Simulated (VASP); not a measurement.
## NiO: relaxation of cell and atoms with r2SCAN+D3(BJ)

Crystal: NiO.

```xyz
2
Lattice="0.0000 2.0859 2.0859 2.0859 0.0000 2.0859 2.0859 2.0859 0.0000" Properties=species:S:1:pos:R:3 pbc="T T T"
Ni    0.0000    0.0000    0.0000
O     2.0859    2.0859    2.0859
```

```json
{"Program": "VASP 6.6.1", "Task": "relaxation of cell and atoms", "Functional": "r2SCAN", "Dispersion": "D3(BJ)", "Potentials or basis": "VASP PAW PBE potentials, release 64 (Ni, O)", "Cutoff": "600 eV", "k mesh": "11 × 11 × 11", "Occupations": "fermi-dirac, width 0.05 eV", "Spin": "collinear spin, ferromagnetic start", "Starting moments": "[1.0, 0.0] μB", "Dipole correction": "no", "Further INCAR settings": "ALGO = Normal; EDIFF = 1e-07; IBRION = 2; EDIFFG = -0.01; NSW = 60; ISIF = 3"}
```

```json
{
 "Relaxed volume": "9.11 Å³/atom",
 "Relaxed cell": "a = 2.953 Å, b = 2.953 Å, c = 2.953 Å, α = 60.00°, β = 60.00°, γ = 60.00°",
 "Space group after relaxing (to 0.05 Å)": "Fm-3m (No. 225)",
 "Energy gained by relaxing": "0.1 meV/atom",
 "Ionic steps": "3",
 "Pressure after relaxing": "0.0 GPa",
 "Band gap on the k mesh": "0.75 eV, indirect (least direct gap 1.70 eV)",
 "Net moment": "2.00 μB per cell",
 "Site moments": "Ni +1.69; O +0.28 μB",
 "Valence electrons inside the program's atomic spheres": "Ni 8.93; O 5.05",
 "Dispersion energy per atom": "-0.126 eV"
}
```

Step by step:
| step | energy change (eV) | largest force (eV/Å) | pressure (GPa) | volume (Å³) |
| --- | --- | --- | --- | --- |
| 1 | 0.0000 | 0.0000 | 0.88 | 18.15 |
| 2 | 0.0000 | 0.0000 | -0.79 | 18.28 |
| 3 | -0.0002 | 0.0000 | 0.05 | 18.22 |

Final structure:
```
Ni O
1.0
     0.00000    2.08839    2.08839
     2.08839    0.00000    2.08839
     2.08839    2.08839    0.00000
Ni O
1 1
Direct
  0.00000 0.00000 0.00000
  0.50000 0.50000 0.50000
```

Levels at points of the mesh, in eV from the valence-band top:
Spin up:
| k point | band 6 | band 7 | band 8 | band 9 | band 10 | band 11 | band 12 | band 13 |
| --- | --- | --- | --- | --- | --- | --- | --- | --- |
| (0.00, 0.00, 0.00) | -3.07 | -2.77 | -2.77 | -2.77 | 2.23 | 18.86 | 19.71 | 19.71 |
Spin down:
| k point | band 5 | band 6 | band 7 | band 8 | band 9 | band 10 |
| --- | --- | --- | --- | --- | --- | --- |
| (0.00, 0.00, 0.00) | -2.08 | -2.08 | -2.08 | 0.75 | 0.75 | 2.79 |

Wall time 2.7 min on 1 thread of Intel(R) Xeon(R) Platinum 8375C CPU @ 2.90GHz (Ice Lake), with other jobs on the host, peak memory 0.19 GiB.

Caveat: the PAW data sets were made with another functional, which shifts forces and pressure a little; a cell with one magnetic atom can't hold antiferromagnetic order, which such compounds often take. r2SCAN opens gaps a little over a GGA but as a rule still falls short of measured ones.
